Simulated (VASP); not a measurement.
# CeO2 (Fm-3m) in VASP: notebook

Runs on CeO2. Level: PBEsol. Tasks: single point.

Everything below comes from runs of VASP 6.6.1. Logs are shortened: lines on timing, memory, paths and dates and some standing lists are left out, and cuts for length are marked.

### Step 1. The cell of the first run

The structure is cubic, space group Fm-3m (No. 225). The conventional cell has a = 5.362 Å, b = 5.362 Å, c = 5.362 Å, α = 90.00°, β = 90.00°, γ = 90.00°. Within 3.1 Å of Ce (site symmetry m-3m) lie 8 O at 2.32 Å. O (site symmetry -43m) has 4 Ce at 2.32 Å and 6 O at 2.68 Å within 3.1 Å.

### Step 2. Single point, PBEsol

Input file INCAR:

```
PREC = Accurate
ENCUT = 600
EDIFF = 1E-6
ISMEAR = 0
SIGMA = 0.03
LREAL = False
LASPH = True
NELM = 200
ALGO = Normal
ISIF = 2
LWAVE = False
LCHARG = False
GGA = PS
NBANDS = 19
GGA_COMPAT = False
LMAXMIX = 6
```

Input file KPOINTS:

```
Automatic mesh
0
Gamma
  6 6 6
```

Input file POSCAR:

```
CeO2
1.0
    0.0000000000      2.6811500000      2.6811500000
    2.6811500000      0.0000000000      2.6811500000
    2.6811500000      2.6811500000      0.0000000000
Ce O
1 2
Direct
    0.0000000000      0.0000000000      0.0000000000
    0.2500000000      0.2500000000      0.2500000000
    0.7500000000      0.7500000000      0.7500000000
```

Potentials or basis: VASP PAW PBE potentials, release 64 (Ce, O).

The run is started by

```bash
$ cat potpaw_PBE.64/Ce/POTCAR potpaw_PBE.64/O/POTCAR > POTCAR
$ mpirun -np 1 vasp_std > vasp.out
```

OUTCAR:

```text
PREC = Accurate
   ENCUT = 600
   EDIFF = 1E-6
   ISMEAR = 0
   LREAL = False
   LASPH = True
   NELM = 200
   ISIF = 2
   GGA = PS

 ion  position               nearest neighbor table
   1  0.000  0.000  0.000-   3 2.32   3 2.32   3 2.32   2 2.32   2 2.32   2 2.32   3 2.32   2 2.32

   2  0.250  0.250  0.250-   1 2.32   1 2.32   1 2.32   1 2.32
   3  0.750  0.750  0.750-   1 2.32   1 2.32   1 2.32   1 2.32

  LATTYP: Found a face centered cubic cell.
 ALAT       =     5.3623000000

  Lattice vectors:

 A1 = (   0.0000000000,   2.6811500000,   2.6811500000)
 A2 = (   2.6811500000,   0.0000000000,   2.6811500000)
 A3 = (   2.6811500000,   2.6811500000,   0.0000000000)

Analysis of symmetry for initial positions (statically):
=====================================================================
 Subroutine PRICEL returns:
 Original cell was already a primitive cell.

 Routine SETGRP: Setting up the symmetry group for a
 face centered cubic supercell.

 Subroutine GETGRP returns: Found 48 space group operations
 (whereof 48 operations were pure point group operations)
 out of a pool of 48 trial point group operations.

The static configuration has the point symmetry O_h .

Analysis of symmetry for dynamics (positions and initial velocities):
=====================================================================
 Subroutine PRICEL returns:
 Original cell was already a primitive cell.

 Routine SETGRP: Setting up the symmetry group for a
 face centered cubic supercell.

 Subroutine GETGRP returns: Found 48 space group operations
 (whereof 48 operations were pure point group operations)
 out of a pool of 48 trial point group operations.

The dynamic configuration has the point symmetry O_h .

 Subroutine INISYM returns: Found 48 space group operations
 (whereof 48 operations are pure point group operations),
 and found     1 'primitive' translations

----------------------------------------------------------------------------------------

                                     Primitive cell

  volume of cell :      38.5472

  direct lattice vectors                    reciprocal lattice vectors
     0.000000000  2.681150000  2.681150000    -0.186487142  0.186487142  0.186487142
     2.681150000  0.000000000  2.681150000     0.186487142 -0.186487142  0.186487142
     2.681150000  2.681150000  0.000000000     0.186487142  0.186487142 -0.186487142

  length of vectors
     3.791718693  3.791718693  3.791718693     0.323005204  0.323005204  0.323005204

  position of ions in fractional coordinates (direct lattice)
     0.000000000  0.000000000  0.000000000
     0.250000000  0.250000000  0.250000000
     0.750000000  0.750000000  0.750000000

  ion indices of the primitive-cell ions
   primitive index   ion index
                 1           1
                 2           2
                 3           3

----------------------------------------------------------------------------------------

 KPOINTS: Automatic mesh

Automatic generation of k-mesh.
 Grid dimensions read from file:
 generate k-points for:    6    6    6

 Generating k-lattice:

  Cartesian coordinates                     Fractional coordinates (reciprocal lattice)
    -0.031081190  0.031081190  0.031081190     0.166666667  0.000000000  0.000000000
     0.031081190 -0.031081190  0.031081190     0.000000000  0.166666667  0.000000000
     0.031081190  0.031081190 -0.031081190     0.000000000  0.000000000  0.166666667

  Length of vectors
     0.053834201  0.053834201  0.053834201

  Shift w.r.t. Gamma in fractional coordinates (k-lattice)
     0.000000000  0.000000000  0.000000000

 Subroutine IBZKPT returns following result:
 ===========================================

 Found     16 irreducible k-points:

 Following reciprocal coordinates:
            Coordinates               Weight
  0.000000  0.000000  0.000000      1.000000
  0.166667  0.000000  0.000000      8.000000
  0.333333  0.000000  0.000000      8.000000
  0.500000  0.000000  0.000000      4.000000
  0.166667  0.166667  0.000000      6.000000
  0.333333  0.166667  0.000000     24.000000
[... 8 lines left out ...]
 -0.333333  0.333333  0.166667     24.000000
 -0.333333  0.500000  0.166667     12.000000
   k-points           NKPTS =     16   k-points in BZ     NKDIM =     16   number of bands    NBANDS=     19
   number of dos      NEDOS =    301   number of ions     NIONS =      3
   total plane-waves  NPLWV =  27000
   dimension x,y,z NGX =    30 NGY =   30 NGZ =   30
   dimension x,y,z NGXF=    60 NGYF=   60 NGZF=   60
   ions per type =               1   2
   NGX,Y,Z   is equivalent  to a cutoff of  13.15, 13.15, 13.15 a.u.
   NGXF,Y,Z  is equivalent  to a cutoff of  26.31, 26.31, 26.31 a.u.
 SYSTEM =  unknown system
   PREC   = accura    normal or accurate (medium, high low for compatibility)
   ISTART =      0    job   : 0-new  1-cont  2-samecut
   ICHARG =      2    charge: 1-file 2-atom 10-const
   ISPIN  =      1    spin polarized calculation?
   LNONCOLLINEAR =      F non collinear calculations
   LSORBIT =      F    spin-orbit coupling
   LASPH  =      T    aspherical Exc in radial PAW
   ENCUT  =  600.0 eV  44.10 Ry    6.64 a.u.   7.57  7.57  7.57*2*pi/ulx,y,z
   NELM   =    200;   NELMIN=  2; NELMDL= -5     # of ELM steps
   EDIFF  = 0.1E-05   stopping-criterion for ELM
   LREAL  =      F    real-space projection
   EDIFFG = 0.1E-04   stopping-criterion for IOM
   NSW    =      0    number of steps for IOM
   IBRION =     -1    ionic relax: 0-MD 1-quasi-New 2-CG
   NFREE  =      0    steps in history (QN), initial steepest desc. (CG)
   ISIF   =      2    stress and relaxation
   ISYM   =      2    0-nonsym 1-usesym 2-fastsym
   POTIM  = 0.5000    time-step for ionic-motion
   TEBEG  =    0.0;   TEEND  =   0.0 temperature during run
   PSTRESS=    0.0 pullay stress
   NELECT =      24.0000    total number of electrons
   NUPDOWN=      -1.0000    fix difference up-down
   EMIN   =  10.00;   EMAX   =-10.00  energy-range for DOS
   EFERMI =   0.00;   METHOD = LEGACY
   ISMEAR =     0;   SIGMA  =   0.03  broadening in eV -4-tet -1-fermi 0-gaus
   EFERMI_NEDOS =   21; number of points for ismear=-14 and -15
   IALGO  =     38    algorithm
   IMIX   =      4    mixing-type and parameters
     AMIX     =   0.40;   BMIX     =  1.00
     AMIX_MAG =   1.60;   BMIX_MAG =  1.00
  volume/ion in A,a.u.               =      12.85        86.71
  Fermi-wavevector in a.u.,A,eV,Ry     =   1.397915  2.641677 26.588052  1.954167
  Thomas-Fermi vector in A             =   2.521125
   LORBIT       =      0    0 simple, 1 ext, 2 COOP (PROOUT), +10 PAW based schemes
   GGA     = PS    functional components
   LHFCALC =     F    Hartree Fock is set to
   AEXX    =    0.0000 exact exchange contribution
   IVDW    =     0    specifies the selected vdW correction
   LEPSILON=     F    determine dielectric tensor
   LRPA    =     F    only Hartree local field effects (RPA)
 non-spin polarized calculation
 Gauss-broadening in eV      SIGMA  =   0.03
  energy-cutoff  :      600.00
  volume of cell :       38.55
 maximum number of plane-waves:      1303
   NGX = 15   NGY = 15   NGZ = 15

 number of electron      23.9999999 magnetization

 Free energy of the ion-electron system (eV)
  ---------------------------------------------------
  ext. energy  EPLUGINS =         0.00000000
  ---------------------------------------------------
  free energy    TOTEN  =       -27.53795552 eV

  energy without entropy =      -27.53795552  energy(sigma->0) =      -27.53795552

 E-fermi :   5.5692     XC(G=0): -11.7426

 val. band max:        5.3831715614   @ k =   0.5000   0.3333   0.1667
 cond. band min:       7.5329531961   @ k =   0.5000   0.0000   0.0000
 fundamental gap:      2.1497816347
 Fermi energy:         5.5692309707

 k-point     1 :       0.0000    0.0000    0.0000
  band No.  band energies     occupation
      1     -26.8715      2.00000
      2     -10.8228      2.00000
      3      -9.8538      2.00000
      4      -8.9791      2.00000
      5      -8.9791      2.00000
      6      -8.9791      2.00000
[... 11 lines left out ...]
     18       8.5920      0.00000
     19       8.5920      0.00000

 k-point     2 :       0.1667    0.0000    0.0000
  band No.  band energies     occupation
      1     -26.8120      2.00000
      2     -11.6778      2.00000
      3     -10.0882      2.00000
      4      -9.0515      2.00000
      5      -9.0515      2.00000
      6      -8.0865      2.00000
[... 11 lines left out ...]
     18       8.4457      0.00000
     19       8.4457      0.00000

 k-point     3 :       0.3333    0.0000    0.0000
  band No.  band energies     occupation
      1     -26.6892      2.00000
      2     -12.7098      2.00000
      3     -10.5250      2.00000
      4      -9.1894      2.00000
      5      -9.1894      2.00000
      6      -6.9120      2.00000
[... 11 lines left out ...]
     18       8.3848      0.00000
     19       8.3898      0.00000

 k-point     4 :       0.5000    0.0000    0.0000
  band No.  band energies     occupation
      1     -26.6257      2.00000
      2     -13.1176      2.00000
      3     -10.7158      2.00000
      4      -9.2552      2.00000
      5      -9.2552      2.00000
      6      -6.4193      2.00000
[... 11 lines left out ...]
     18       8.4316      0.00000
     19       8.5213      0.00000

 k-point     5 :       0.1667    0.1667    0.0000
  band No.  band energies     occupation
      1     -26.7922      2.00000
      2     -11.8675      2.00000
      3     -10.0834      2.00000
      4      -9.1644      2.00000
      5      -9.1644      2.00000
      6      -7.7908      2.00000
[... 11 lines left out ...]
     18       8.4527      0.00000
     19       8.4527      0.00000

 k-point     6 :       0.3333    0.1667    0.0000
  band No.  band energies     occupation
      1     -26.6900      2.00000
      2     -12.5877      2.00000
      3     -10.8175      2.00000
      4      -9.3187      2.00000
      5      -8.7925      2.00000
      6      -7.0441      2.00000
[... 11 lines left out ...]
     18       8.3453      0.00000
     19       8.3767      0.00000

 k-point     7 :       0.5000    0.1667    0.0000
  band No.  band energies     occupation
      1     -26.6054      2.00000
      2     -12.9704      2.00000
      3     -11.5042      2.00000
      4      -9.3633      2.00000
      5      -8.3908      2.00000
      6      -6.6710      2.00000
[... 11 lines left out ...]
     18       8.3100      0.00000
     19       8.5667      0.00000

 k-point     8 :      -0.3333    0.1667    0.0000
  band No.  band energies     occupation
      1     -26.6267      2.00000
      2     -12.8080      2.00000
      3     -11.5492      2.00000
      4      -9.2589      2.00000
      5      -8.2726      2.00000
      6      -6.9347      2.00000
[... 11 lines left out ...]
     18       8.2400      0.00000
     19       8.5118      0.00000

 k-point     9 :      -0.1667    0.1667    0.0000
  band No.  band energies     occupation
      1     -26.7311      2.00000
      2     -12.2688      2.00000
      3     -10.8481      2.00000
      4      -9.1017      2.00000
      5      -8.5824      2.00000
      6      -7.5709      2.00000
[... 11 lines left out ...]
     18       8.2448      0.00000
     19       8.3765      0.00000

 k-point    10 :       0.3333    0.3333    0.0000
  band No.  band energies     occupation
      1     -26.6280      2.00000
      2     -13.0195      2.00000
      3     -10.4937      2.00000
      4      -9.5059      2.00000
      5      -9.5059      2.00000
      6      -6.2934      2.00000
[... 11 lines left out ...]
     18       8.2269      0.00000
     19       8.4982      0.00000

 k-point    11 :       0.5000    0.3333    0.0000
  band No.  band energies     occupation
      1     -26.5640      2.00000
      2     -13.1840      2.00000
      3     -11.4443      2.00000
      4      -9.5676      2.00000
      5      -8.7350      2.00000
      6      -6.1360      2.00000
[... 11 lines left out ...]
     18       8.2044      0.00000
     19       8.7309      0.00000

 k-point    12 :      -0.3333    0.3333    0.0000
  band No.  band energies     occupation
      1     -26.5635      2.00000
      2     -12.7043      2.00000
      3     -12.3593      2.00000
      4      -9.4495      2.00000
      5      -7.7452      2.00000
      6      -6.8399      2.00000
[... 11 lines left out ...]
     18       8.1445      0.00000
     19       8.7174      0.00000

 k-point    13 :       0.5000    0.5000    0.0000
  band No.  band energies     occupation
      1     -26.5429      2.00000
      2     -13.4561      2.00000
      3     -10.6796      2.00000
      4      -9.6645      2.00000
      5      -9.6645      2.00000
      6      -5.6399      2.00000
[... 11 lines left out ...]
     18       8.2276      0.00000
     19       8.8775      0.00000

 k-point    14 :       0.5000    0.3333    0.1667
  band No.  band energies     occupation
      1     -26.6063      2.00000
      2     -12.8449      2.00000
      3     -11.6652      2.00000
      4      -9.4530      2.00000
      5      -8.1693      2.00000
      6      -6.7939      2.00000
[... 11 lines left out ...]
     18       8.1146      0.00000
     19       8.5613      0.00000

 k-point    15 :      -0.3333    0.3333    0.1667
  band No.  band energies     occupation
      1     -26.5635      2.00000
      2     -12.7524      2.00000
      3     -12.2882      2.00000
      4      -9.5484      2.00000
      5      -7.5139      2.00000
      6      -6.9967      2.00000
[... 11 lines left out ...]
     18       8.0945      0.00000
     19       8.7124      0.00000

 k-point    16 :      -0.3333    0.5000    0.1667
  band No.  band energies     occupation
      1     -26.5425      2.00000
      2     -13.0713      2.00000
      3     -11.9696      2.00000
      4      -9.6905      2.00000
      5      -8.0791      2.00000
      6      -6.3539      2.00000
[... 11 lines left out ...]
     18       8.1251      0.00000
     19       8.8319      0.00000

------------------------ aborting loop because EDIFF is reached ----------------------------------------

  FORCE on cell =-STRESS in cart. coord.  units (eV):
  Direction    XX          YY          ZZ          XY          YZ          ZX
  --------------------------------------------------------------------------------------
  -------------------------------------------------------------------------------------
  Total        0.9482228      0.9482228      0.9482228      0.0000000      0.0000000     -0.0000000
  in kB       39.4119264     39.4119264     39.4119264      0.0000000      0.0000000     -0.0000000
  external PRESSURE =      39.4119264 kB  Pullay stress =       0.0000000 kB

 VOLUME and BASIS-vectors are now :
 -----------------------------------------------------------------------------
  energy-cutoff  :      600.00
  volume of cell :       38.55
      direct lattice vectors                 reciprocal lattice vectors
     0.000000000  2.681150000  2.681150000    -0.186487142  0.186487142  0.186487142
     2.681150000  0.000000000  2.681150000     0.186487142 -0.186487142  0.186487142
     2.681150000  2.681150000  0.000000000     0.186487142  0.186487142 -0.186487142

 POSITION                                       TOTAL-FORCE (eV/Angst)
 -----------------------------------------------------------------------------------
      0.00000      0.00000      0.00000         0.000000      0.000000     -0.000000
      1.34058      1.34058      1.34058         0.000000      0.000000     -0.000000
      4.02172      4.02172      4.02172        -0.000000     -0.000000      0.000000
 -----------------------------------------------------------------------------------
    total drift:                                0.000000     -0.000000      0.000000

  FREE ENERGIE OF THE ION-ELECTRON SYSTEM (eV)
  ---------------------------------------------------
  free  energy   TOTEN  =       -27.5379555202 eV

  energy  without entropy=      -27.5379555202  energy(sigma->0) =      -27.53795552
```

Wall time 19 s (1 thread of Intel Xeon 6975P-C (Granite Rapids), shared host); peak memory 0.18 GiB.

What came out:

```yaml
Free_energy: -27.5380 eV
Pressure: 3.9 GPa
Band_gap_on_the_k_mesh: 2.15 eV (least direct gap 2.23 eV)
```

Caveat: the cell stands under pressure; the PAW data sets were made with another functional, which shifts forces and pressure a little; spin-orbit coupling is left out, which moves the levels of the heavy elements. Spin polarisation is off, so any magnetic state and its effect on volume and gap are missing.

(Continued in part 2 of 2.)
